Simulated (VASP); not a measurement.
# CaTl2H2 (I4/mmm) in VASP: single point with PBE

Aim: the single point of CaTl2H2 with PBE.

Everything below comes from runs of VASP 6.6.1. Logs are shortened: lines on timing, memory, paths and dates and some standing lists are left out, and cuts for length are marked.

### Step 1. The cell of the first run

Symmetry: I4/mmm, No. 139, tetragonal system. Conventional cell: a = 4.491 Å, b = 4.491 Å, c = 10.937 Å, α = 90.00°, β = 90.00°, γ = 90.00°. Ca (site symmetry 4/mmm) has 8 H at 3.20 Å and 8 Tl at 3.54 Å within 4.2 Å. Tl (site symmetry -4m2) has 4 Tl at 3.18 Å and 8 H at 3.25 to 3.85 Å and 4 Ca at 3.54 Å within 4.2 Å. H (site symmetry 4mm) has 1 H at 0.77 Å within 1.1 Å.

### Step 2. Single point, PBE

INCAR

```
SYSTEM = CaTl2H2
PREC     = Accurate       ! precision mode
ENCUT    = 520            ! plane-wave cutoff, eV
EDIFF    = 1E-6           ! SCF threshold, eV
ISMEAR   = 0              ! smearing method
SIGMA    = 0.1            ! smearing width, eV
LREAL    = .False.        ! projectors in reciprocal space
LASPH    = .True.         ! aspherical terms in the spheres
NELM     = 100            ! most SCF steps
ALGO     = Normal         ! electronic algorithm
ISIF     = 2              ! what is computed and relaxed
LWAVE    = .False.        ! write WAVECAR
LCHARG   = .False.        ! write CHGCAR
GGA      = PE             ! functional
NBANDS   = 27             ! bands
```

KPOINTS

```
Automatic mesh
0
Gamma
  12 12 12
  0 0 0
```

POSCAR

```
CaTl2H2
1.0
   -2.2454315207      2.2454315207      5.4686790075
    2.2454315207     -2.2454315207      5.4686790075
    2.2454315207      2.2454315207     -5.4686790075
Ca Tl H
1 2 2
Direct
    0.0000000000      0.0000000000      0.0000000000
    0.7500000000      0.2500000000      0.5000000000
    0.2500000000      0.7500000000      0.5000000000
    0.4645854429      0.4645854429      0.0000000000
    0.5354145571      0.5354145571      0.0000000000
```

Potentials or basis: VASP PAW PBE potentials, release 64 (Ca_sv, Tl_d, H).

Launch:

```bash
> cat potpaw_PBE.64/Ca_sv/POTCAR potpaw_PBE.64/Tl_d/POTCAR potpaw_PBE.64/H/POTCAR > POTCAR
> mpirun -np 1 vasp_std > vasp.out
```

OUTCAR:

```text
SYSTEM = CaTl2H2
   PREC = Accurate
   ENCUT = 520
   EDIFF = 1E-6
   ISMEAR = 0
   LREAL = .False.
   LASPH = .True.
   NELM = 100
   ISIF = 2
   GGA = PE

 ion  position               nearest neighbor table
   1  0.000  0.000  0.000-   2 3.54   3 3.54   2 3.54   3 3.54   2 3.54   3 3.54   2 3.54   3 3.54

   2  0.750  0.250  0.500-   3 3.18   3 3.18   3 3.18   3 3.18   1 3.54   1 3.54   1 3.54   1 3.54

   3  0.250  0.750  0.500-   2 3.18   2 3.18   2 3.18   2 3.18   1 3.54   1 3.54   1 3.54   1 3.54

   4  0.465  0.465  0.000-   5 0.77
   5  0.535  0.535  0.000-   4 0.77

  LATTYP: Found a body centered tetragonal cell.
 ALAT       =     4.4908630414
 C/A-ratio  =     2.4354690656

  Lattice vectors:

 A1 = (  -2.2454315207,   2.2454315207,   5.4686790075)
 A2 = (   2.2454315207,  -2.2454315207,   5.4686790075)
 A3 = (   2.2454315207,   2.2454315207,  -5.4686790075)

Analysis of symmetry for initial positions (statically):
=====================================================================
 Subroutine PRICEL returns:
 Original cell was already a primitive cell.

 Routine SETGRP: Setting up the symmetry group for a
 body centered tetragonal supercell.

 Subroutine GETGRP returns: Found 16 space group operations
 (whereof 16 operations were pure point group operations)
 out of a pool of 16 trial point group operations.

The static configuration has the point symmetry D_4h.

Analysis of symmetry for dynamics (positions and initial velocities):
=====================================================================
 Subroutine PRICEL returns:
 Original cell was already a primitive cell.

 Routine SETGRP: Setting up the symmetry group for a
 body centered tetragonal supercell.

 Subroutine GETGRP returns: Found 16 space group operations
 (whereof 16 operations were pure point group operations)
 out of a pool of 16 trial point group operations.

The dynamic configuration has the point symmetry D_4h.

 Subroutine INISYM returns: Found 16 space group operations
 (whereof 16 operations are pure point group operations),
 and found     1 'primitive' translations

----------------------------------------------------------------------------------------

                                     Primitive cell

  volume of cell :     110.2915

  direct lattice vectors                    reciprocal lattice vectors
    -2.245431521  2.245431521  5.468679007     0.000000000  0.222674348  0.091429758
     2.245431521 -2.245431521  5.468679007     0.222674348  0.000000000  0.091429758
     2.245431521  2.245431521 -5.468679007     0.222674348  0.222674348  0.000000000
[... 89 lines left out ...]
   NELM   =    100;   NELMIN=  2; NELMDL= -5     # of ELM steps
   EDIFF  = 0.1E-05   stopping-criterion for ELM
   LREAL  =      F    real-space projection
   EDIFFG = 0.1E-04   stopping-criterion for IOM
   NSW    =      0    number of steps for IOM
   IBRION =     -1    ionic relax: 0-MD 1-quasi-New 2-CG
   NFREE  =      0    steps in history (QN), initial steepest desc. (CG)
   ISIF   =      2    stress and relaxation
   ISYM   =      2    0-nonsym 1-usesym 2-fastsym
   POTIM  = 0.5000    time-step for ionic-motion
   TEBEG  =    0.0;   TEEND  =   0.0 temperature during run
   PSTRESS=    0.0 pullay stress
   NELECT =      38.0000    total number of electrons
   NUPDOWN=      -1.0000    fix difference up-down
   EMIN   =  10.00;   EMAX   =-10.00  energy-range for DOS
   EFERMI =   0.00;   METHOD = LEGACY
   ISMEAR =     0;   SIGMA  =   0.10  broadening in eV -4-tet -1-fermi 0-gaus
   EFERMI_NEDOS =   21; number of points for ismear=-14 and -15
   IALGO  =     38    algorithm
   IMIX   =      4    mixing-type and parameters
     AMIX     =   0.40;   BMIX     =  1.00
     AMIX_MAG =   1.60;   BMIX_MAG =  1.00
  volume/ion in A,a.u.               =      22.06       148.86
  Fermi-wavevector in a.u.,A,eV,Ry     =   1.147683  2.168807 17.921276  1.317177
  Thomas-Fermi vector in A             =   2.284362
   LORBIT       =      0    0 simple, 1 ext, 2 COOP (PROOUT), +10 PAW based schemes
   GGA     = PE    functional components
   LHFCALC =     F    Hartree Fock is set to
   AEXX    =    0.0000 exact exchange contribution
   IVDW    =     0    specifies the selected vdW correction
   LEPSILON=     F    determine dielectric tensor
   LRPA    =     F    only Hartree local field effects (RPA)
 non-spin polarized calculation
 Gauss-broadening in eV      SIGMA  =   0.10
  energy-cutoff  :      520.00
  volume of cell :      110.29
 maximum number of plane-waves:      3025
   NGX = 23   NGY = 23   NGZ = 23

 number of electron      38.0000001 magnetization

 Free energy of the ion-electron system (eV)
  ---------------------------------------------------
  ext. energy  EPLUGINS =         0.00000000
  ---------------------------------------------------
  free energy    TOTEN  =       -13.04432341 eV

  energy without entropy =      -13.02953585  energy(sigma->0) =      -13.03692963

 E-fermi :   4.1523     XC(G=0):  -8.9771

 val. band max:        4.1509007177   @ k =   0.5000   0.3333   0.0833
 cond. band min:       4.1622478008   @ k =  -0.2500  -0.4167   0.1667
 fundamental gap:      0.0113470832
 Fermi energy:         4.1523420116

 k-point     1 :       0.0000    0.0000    0.0000
  band No.  band energies     occupation
      1     -38.1632      2.00000
      2     -19.1625      2.00000
      3     -19.1625      2.00000
      4     -19.0985      2.00000
      5      -7.9235      2.00000
      6      -7.6716      2.00000
[... 709 lines left out ...]
     26       7.6239      0.00000
     27       8.5542      0.00000

 [... further k-points ...]
[... 5 lines left out ...]
  --------------------------------------------------------------------------------------
  -------------------------------------------------------------------------------------
  Total       -0.0227114     -0.0227114     -0.0170309      0.0000000      0.0000000      0.0000000
  in kB       -0.3299233     -0.3299233     -0.2474039      0.0000000      0.0000000      0.0000000
  external PRESSURE =      -0.3024169 kB  Pullay stress =       0.0000000 kB

 VOLUME and BASIS-vectors are now :
 -----------------------------------------------------------------------------
  energy-cutoff  :      520.00
  volume of cell :      110.29
      direct lattice vectors                 reciprocal lattice vectors
    -2.245431521  2.245431521  5.468679007     0.000000000  0.222674348  0.091429758
     2.245431521 -2.245431521  5.468679007     0.222674348  0.000000000  0.091429758
     2.245431521  2.245431521 -5.468679007     0.222674348  0.222674348  0.000000000

 POSITION                                       TOTAL-FORCE (eV/Angst)
 -----------------------------------------------------------------------------------
      0.00000      0.00000      0.00000         0.000000      0.000000      0.000000
      0.00000      2.24543      2.73434         0.000000      0.000000     -0.000000
      2.24543      0.00000      2.73434         0.000000      0.000000     -0.000000
      0.00000      0.00000      5.08134        -0.000000     -0.000000      0.002531
      0.00000      0.00000      5.85602        -0.000000     -0.000000     -0.002531
 -----------------------------------------------------------------------------------
    total drift:                                0.000000     -0.000000      0.000000

  FREE ENERGIE OF THE ION-ELECTRON SYSTEM (eV)
  ---------------------------------------------------
  free  energy   TOTEN  =       -13.0443234063 eV

  energy  without entropy=      -13.0295358484  energy(sigma->0) =      -13.03692963
```

OSZICAR:

```text
N       E                     dE             d eps       ncg     rms          rms(c)
DAV:   1     0.237029459023E+03    0.23703E+03   -0.19200E+04  8802   0.130E+03
DAV:   2    -0.505028030583E+01   -0.24208E+03   -0.23823E+03  9390   0.314E+02
DAV:   3    -0.133368671477E+02   -0.82866E+01   -0.81812E+01 13300   0.506E+01
DAV:   4    -0.135779698176E+02   -0.24110E+00   -0.24025E+00 12200   0.613E+00
DAV:   5    -0.135835087345E+02   -0.55389E-02   -0.55368E-02 11225   0.844E-01    0.567E+00
DAV:   6    -0.131794588097E+02    0.40405E+00   -0.35028E-01 10403   0.334E+00    0.340E+00
DAV:   7    -0.130364911199E+02    0.14297E+00   -0.43321E-01 10716   0.327E+00    0.764E-01
DAV:   8    -0.130435249138E+02   -0.70338E-02   -0.95286E-02  9818   0.118E+00    0.227E-01
DAV:   9    -0.130440657762E+02   -0.54086E-03   -0.44387E-03 11577   0.226E-01    0.901E-02
DAV:  10    -0.130442926728E+02   -0.22690E-03   -0.49398E-04  9938   0.108E-01    0.217E-02
DAV:  11    -0.130443222737E+02   -0.29601E-04   -0.42455E-05 11162   0.330E-02    0.757E-03
DAV:  12    -0.130443232746E+02   -0.10008E-05   -0.26849E-06  8655   0.920E-03    0.187E-03
DAV:  13    -0.130443234063E+02   -0.13173E-06   -0.73206E-07  7047   0.472E-03
   1 F= -.13044323E+02 E0= -.13036930E+02  d E =-.147876E-01
```

Run time: 6.6 min. Hardware: 1 thread of Intel Xeon 6975P-C (Granite Rapids), shared host; peak memory 0.66 GiB.

Results:

```
Free energy            : -13.0443 eV
Pressure               : 0.0 GPa
Band gap on the k mesh : zero (bands 19 and 20 overlap by 1.52 eV)
```

Forces on the atoms (eV/Å):
```
Ca   0.000  0.000  0.000
Tl   0.000  0.000  0.000
Tl   0.000  0.000  0.000
H    0.000  0.000  0.003
H    0.000  0.000 -0.003
```

Caveat: spin-orbit coupling is left out, which moves the levels of the heavy elements.
